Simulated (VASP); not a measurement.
# BeZn2Se3 (P6/mmm) in VASP: notebook

Runs on BeZn2Se3. Level: PBE. Tasks: relaxation of cell and atoms, single point.

Program: VASP 6.6.1. These are calculated values, not measurements. Logs are shortened: lines on timing, memory, paths and dates and some standing lists are left out, and cuts for length are marked.

### 1 The cell of the first run

The structure is hexagonal, space group P6/mmm (No. 191). Conventional cell: a = 4.640 Å, b = 4.640 Å, c = 7.732 Å, α = 90.00°, β = 90.00°, γ = 120.00°. Be (site symmetry 6/mmm) has 2 Zn at 1.77 Å within 2.4 Å. Zn (site symmetry 6mm) has 1 Be at 1.77 Å and 1 Se at 2.09 Å within 2.4 Å. Within 3.5 Å of Se (site symmetry -6m2) lie 3 Se at 2.68 Å and 3 Be at 2.68 Å and 6 Zn at 3.21 Å. Within 2.8 Å of Se (site symmetry 6/mmm) lie 2 Zn at 2.09 Å.

### 2 Relaxation of cell and atoms, PBE

File INCAR:

```
SYSTEM = BeZn2Se3
PREC = Accurate ; ENCUT = 600
EDIFF = 1E-6 ; ISMEAR = 0
SIGMA = 0.1 ; LREAL = .FALSE.
LASPH = .TRUE. ; NELM = 80
ALGO = Normal ; ISIF = 3
LWAVE = .FALSE. ; LCHARG = .FALSE.
GGA = PE ; IBRION = 2
NSW = 90 ; EDIFFG = -0.04
```

File KPOINTS:

```
Automatic mesh
0
G
  6 6 2
  0 0 0
```

File POSCAR:

```
BeZn2Se3
1.0
    4.6402326500      0.0000000000      0.0000000000
   -2.3201163200      4.0185593500      0.0000000000
    0.0000000000      0.0000000000      7.7322896300
Be Zn Se
1 2 3
Direct
    0.0000000000      0.0000000000      0.0000000000
    0.0000000000      0.0000000000      0.2292482300
    0.0000000000      0.0000000000      0.7707517700
    0.3333333300      0.6666666700      0.0000000000
    0.6666666700      0.3333333300      0.0000000000
    0.0000000000      0.0000000000      0.5000000000
```

Potentials or basis: VASP PAW PBE potentials, release 64 (Be, Zn, Se).

Command:

```bash
$ cat potpaw_PBE.64/Be/POTCAR potpaw_PBE.64/Zn/POTCAR potpaw_PBE.64/Se/POTCAR > POTCAR
$ mpirun -np 1 vasp_std > vasp.out
```

OUTCAR:

```text
SYSTEM = BeZn2Se3
   PREC = Accurate
   ENCUT = 600
   EDIFF = 1E-6
   ISMEAR = 0
   LREAL = .FALSE.
   LASPH = .TRUE.
   NELM = 80
   ISIF = 3
   GGA = PE
   IBRION = 2
   NSW = 90
   EDIFFG = -0.04

 ion  position               nearest neighbor table
   1  0.000  0.000  0.000-   2 1.77   3 1.77
   2  0.000  0.000  0.229-   1 1.77   6 2.09
   3  0.000  0.000  0.771-   1 1.77   6 2.09
   4  0.333  0.667  0.000-   5 2.68   5 2.68   5 2.68
   5  0.667  0.333  0.000-   4 2.68   4 2.68   4 2.68
   6  0.000  0.000  0.500-   2 2.09   3 2.09

  LATTYP: Found a hexagonal cell.
 ALAT       =     4.6402326500
 C/A-ratio  =     1.6663581793

  Lattice vectors:

 A1 = (   4.6402326500,   0.0000000000,   0.0000000000)
 A2 = (  -2.3201163200,   4.0185593500,   0.0000000000)
 A3 = (   0.0000000000,   0.0000000000,   7.7322896300)

Analysis of symmetry for initial positions (statically):
=====================================================================
 Subroutine PRICEL returns:
 Original cell was already a primitive cell.

 Routine SETGRP: Setting up the symmetry group for a
 hexagonal supercell.

 Subroutine GETGRP returns: Found 24 space group operations
 (whereof 24 operations were pure point group operations)
 out of a pool of 24 trial point group operations.

The static configuration has the point symmetry D_6h.

Analysis of symmetry for dynamics (positions and initial velocities):
=====================================================================
 Subroutine PRICEL returns:
 Original cell was already a primitive cell.

 Routine SETGRP: Setting up the symmetry group for a
 hexagonal supercell.

 Subroutine GETGRP returns: Found 24 space group operations
 (whereof 24 operations were pure point group operations)
 out of a pool of 24 trial point group operations.

The dynamic configuration has the point symmetry D_6h.

 Subroutine INISYM returns: Found 24 space group operations
 (whereof 24 operations are pure point group operations),
 and found     1 'primitive' translations

----------------------------------------------------------------------------------------

                                     Primitive cell

  volume of cell :     144.1844

  direct lattice vectors                    reciprocal lattice vectors
     4.640232650  0.000000000  0.000000000     0.215506436  0.124422699  0.000000000
    -2.320116320  4.018559350  0.000000000     0.000000000  0.248845398  0.000000000
[... 87 lines left out ...]
   NFREE  =      1    steps in history (QN), initial steepest desc. (CG)
   ISIF   =      3    stress and relaxation
   ISYM   =      2    0-nonsym 1-usesym 2-fastsym
   POTIM  = 0.5000    time-step for ionic-motion
   TEBEG  =    0.0;   TEEND  =   0.0 temperature during run
   PSTRESS=    0.0 pullay stress
   NELECT =      44.0000    total number of electrons
   NUPDOWN=      -1.0000    fix difference up-down
   EMIN   =  10.00;   EMAX   =-10.00  energy-range for DOS
   EFERMI =   0.00;   METHOD = LEGACY
   ISMEAR =     0;   SIGMA  =   0.10  broadening in eV -4-tet -1-fermi 0-gaus
   EFERMI_NEDOS =   21; number of points for ismear=-14 and -15
   IALGO  =     38    algorithm
   IMIX   =      4    mixing-type and parameters
     AMIX     =   0.40;   BMIX     =  1.00
     AMIX_MAG =   1.60;   BMIX_MAG =  1.00
  volume/ion in A,a.u.               =      24.03       162.17
  Fermi-wavevector in a.u.,A,eV,Ry     =   1.102181  2.082820 16.528402  1.214803
  Thomas-Fermi vector in A             =   2.238620
   LORBIT       =      0    0 simple, 1 ext, 2 COOP (PROOUT), +10 PAW based schemes
   GGA     = PE    functional components
   LHFCALC =     F    Hartree Fock is set to
   AEXX    =    0.0000 exact exchange contribution
   IVDW    =     0    specifies the selected vdW correction
   LEPSILON=     F    determine dielectric tensor
   LRPA    =     F    only Hartree local field effects (RPA)
 conjugate gradient relaxation of ions
 non-spin polarized calculation
 Gauss-broadening in eV      SIGMA  =   0.10
  energy-cutoff  :      600.00
  volume of cell :      144.18
 maximum number of plane-waves:      4866
 NGX is ok and might be reduce to    40
   NGX = 19   NGY = 19   NGZ = 31

--------------------------------------- Ionic step        1  -------------------------------------------

 number of electron      44.0000006 magnetization

 Free energy of the ion-electron system (eV)
  ---------------------------------------------------
  ext. energy  EPLUGINS =         0.00000000
  ---------------------------------------------------
  free energy    TOTEN  =       -11.31104399 eV

  energy without entropy =      -11.29094968  energy(sigma->0) =      -11.30099683

------------------------ aborting loop because EDIFF is reached ----------------------------------------

  FORCE on cell =-STRESS in cart. coord.  units (eV):
  Direction    XX          YY          ZZ          XY          YZ          ZX
  --------------------------------------------------------------------------------------
  -------------------------------------------------------------------------------------
  Total        1.4942403      1.4942403     33.2908514      0.0000000      0.0000000      0.0000000
  in kB       16.6040013     16.6040013    369.9280212      0.0000000      0.0000000      0.0000000
  external PRESSURE =     134.3786746 kB  Pullay stress =       0.0000000 kB
[... 27 lines left out ...]
--------------------------------------- Ionic step        2  -------------------------------------------

 number of electron      43.9999979 magnetization

 E-fermi :  -0.1736     XC(G=0):  -7.5680

 val. band max:       -0.2173726153   @ k =   0.1667   0.1667   0.0000
 cond. band min:      -0.1710334897   @ k =   0.1667   0.0000   0.5000
 fundamental gap:      0.0463391256
 Fermi energy:        -0.1735815203

 k-point     1 :       0.0000    0.0000    0.0000
  band No.  band energies     occupation
      1     -14.9952      2.00000
      2     -11.5972      2.00000
      3     -10.6553      2.00000
      4      -6.7267      2.00000
      5      -6.4247      2.00000
      6      -6.4247      2.00000
[... 554 lines left out ...]
--------------------------------------- Ionic step        6  -------------------------------------------

 number of electron      43.9999982 magnetization

 Free energy of the ion-electron system (eV)
  ---------------------------------------------------
  ext. energy  EPLUGINS =         0.00000000
  ---------------------------------------------------
  free energy    TOTEN  =       -13.76518223 eV

  energy without entropy =      -13.73603193  energy(sigma->0) =      -13.75060708

 E-fermi :   0.2188     XC(G=0):  -7.8590

 val. band max:        0.2143798485   @ k =   0.0000   0.0000   0.5000
 cond. band min:       0.2313357676   @ k =   0.1667   0.0000   0.0000
 fundamental gap:      0.0169559191
 Fermi energy:         0.2188320623

 k-point     1 :       0.0000    0.0000    0.0000
  band No.  band energies     occupation
      1     -14.7357      2.00000
      2     -11.4978      2.00000
      3     -10.3845      2.00000
      4      -6.8548      2.00000
      5      -6.3466      2.00000
      6      -6.3466      2.00000
[... 428 lines left out ...]
  FREE ENERGIE OF THE ION-ELECTRON SYSTEM (eV)
  ---------------------------------------------------
  free  energy   TOTEN  =       -13.7651822307 eV

  energy  without entropy=      -13.7360319275  energy(sigma->0) =      -13.75060708

 reached required accuracy - stopping structural energy minimisation
```

CONTCAR:

```text
BeZn2Se3
   1.00000000000000
     4.6969823753735387    0.0000000000711980    0.0000000000000000
    -2.3484911825639601    4.0677060536344500   -0.0000000000000000
    -0.0000000000000000   -0.0000000000000000    9.0012828825753797
  Be              Zn              Se
     1     2     3
Direct
     1.0000000000000000    0.0000000000000000    0.0000000000000000
     1.0000000000000000    0.0000000000000000    0.2458326194449234
     1.0000000000000000    1.0000000000000000    0.7541673805550766
     0.3333333300000021    0.6666666699999979    1.0000000000000000
     0.6666666699999979    0.3333333300000021    0.0000000000000000
     1.0000000000000000    0.0000000000000000    0.5000000000000000

  0.00000000E+00  0.00000000E+00  0.00000000E+00
  0.00000000E+00  0.00000000E+00  0.00000000E+00
  0.00000000E+00  0.00000000E+00  0.00000000E+00
  0.00000000E+00  0.00000000E+00  0.00000000E+00
  0.00000000E+00  0.00000000E+00  0.00000000E+00
  0.00000000E+00  0.00000000E+00  0.00000000E+00
```

It took 3.6 min on 1 thread of Intel Xeon 6975P-C (Granite Rapids), shared host; peak memory 0.36 GiB.

Results:

| Item | Value |
| --- | --- |
| Free energy | -13.7652 eV |
| Relaxed volume | 28.66 Å³/atom |
| Relaxed cell | a = 4.697 Å, b = 4.697 Å, c = 9.001 Å, α = 90.00°, β = 90.00°, γ = 120.00° |
| Space group after relaxing (to 0.05 Å) | P6/mmm (No. 191) |
| Energy gained by relaxing | 409.0 meV/atom |
| Ionic steps | 6 |
| Pressure after relaxing | 0.0 GPa |
| Largest force after relaxing | 0.015 eV/Å |
| Band gap on the k mesh | zero (band 22 reaches 0.39 eV, above the bottom of band 23 at -0.48 eV) |

Forces on the atoms (eV/Å):
```
Be   0.000  0.000  0.000
Zn   0.000  0.000  0.015
Zn   0.000  0.000 -0.015
Se   0.000  0.000  0.000
Se   0.000  0.000  0.000
Se   0.000  0.000  0.000
```

Stress tensor (GPa, compression positive):
```
0.00 0.00 0.00
0.00 0.00 0.00
0.00 0.00 0.10
```

Step by step:
```csv
step,energy change (eV),largest force (eV/Å),pressure (GPa),volume (Å³)
1,0.0000,2.9963,13.44,144.18
2,-2.1291,0.2122,-2.16,187.20
3,-2.4382,0.4147,0.22,170.35
4,-2.4387,0.3883,0.00,171.23
5,-2.4519,0.1564,0.00,171.71
6,-2.4541,0.0150,0.03,171.98
```

Final structure:
```
Be Zn Se
1.0
     4.69698    0.00000    0.00000
    -2.34849    4.06771    0.00000
     0.00000    0.00000    9.00128
Be Zn Se
1 2 3
Cartesian
  4.6970 0.0000 0.0000
  4.6970 0.0000 2.2128
  2.3485 4.0677 6.7885
  0.0000 2.7118 9.0013
  2.3485 1.3559 0.0000
  4.6970 0.0000 4.5006
```

Caveat: the k points lie up to 0.35 Å⁻¹ apart in the final cell; the volume moved by over 15 % at a fixed basis, so the end points are rough.

### 3 Single point, PBE

This run uses another cell than the first one, of 28.78 Å³/atom, 1.198 times its volume.

File INCAR:

```
  ALGO = Normal
  EDIFF = 1E-6
  ENCUT = 520
  GGA = PE
  ISIF = 2
  ISMEAR = 0
  LASPH = T
  LCHARG = F
  LREAL = F
  LWAVE = F
  NBANDS = 31
  NELM = 80
  PREC = Accurate
  SIGMA = 0.1
```

File KPOINTS:

```
k-points
0
Gamma
  12 12 4
```

File POSCAR:

```
BeZn2Se3
1.0
    4.7081302355      0.0000000000      0.0000000000
   -2.3540651178      4.0773603883      0.0000000000
    0.0000000000      0.0000000000      8.9948376666
Be Zn Se
1 2 3
Direct
    0.0000000000      0.0000000000      0.0000000000
    0.0000000000      0.0000000000      0.2458792050
    0.0000000000      0.0000000000      0.7541207950
    0.3333333333      0.6666666667      0.0000000000
    0.6666666667      0.3333333333      0.0000000000
    0.0000000000      0.0000000000      0.5000000000
```

Potentials or basis: VASP PAW PBE potentials, release 64 (Be, Zn, Se).

Command:

```bash
$ cat potpaw_PBE.64/Be/POTCAR potpaw_PBE.64/Zn/POTCAR potpaw_PBE.64/Se/POTCAR > POTCAR
$ mpirun -np 1 vasp_std > vasp.out
```

Run time: 3.5 min. Hardware: 1 thread of Intel Xeon 6975P-C (Granite Rapids), shared host; peak memory 0.47 GiB.

It converged, with:

```
Free energy            : -13.8452 eV
Pressure               : 0.1 GPa
Largest force          : 0.031 eV/Å
Band gap on the k mesh : zero (band 22 reaches 0.47 eV, above the bottom of band 23 at -0.56 eV)
```

Forces in eV/Å, atoms in the order of the input:
```
Be   0.000  0.000  0.000
Zn   0.000  0.000 -0.031
Zn   0.000  0.000  0.031
Se   0.000  0.000  0.000
Se   0.000  0.000  0.000
Se   0.000  0.000  0.000
```

Stress tensor (GPa, compression positive):
```
0.01 0.00 0.00
0.00 0.01 0.00
0.00 0.00 0.27
```

Levels at points of the mesh, in eV from the Fermi level:
| k point | band 20 | band 21 | band 22 | band 23 | band 24 | band 25 |
| --- | --- | --- | --- | --- | --- | --- |
| (0.00, 0.00, 0.00) | -2.02 | 0.06 | 0.06 | 0.32 | 1.11 | 1.89 |
| (0.50, 0.00, 0.00) | -0.21 | -0.10 | 0.02 | 0.36 | 1.79 | 3.41 |
| (0.00, 0.00, 0.50) | -1.43 | -0.01 | -0.01 | 0.24 | 0.32 | 3.74 |
| (0.50, 0.00, 0.50) | -0.40 | -0.25 | 0.31 | 0.88 | 1.79 | 2.71 |
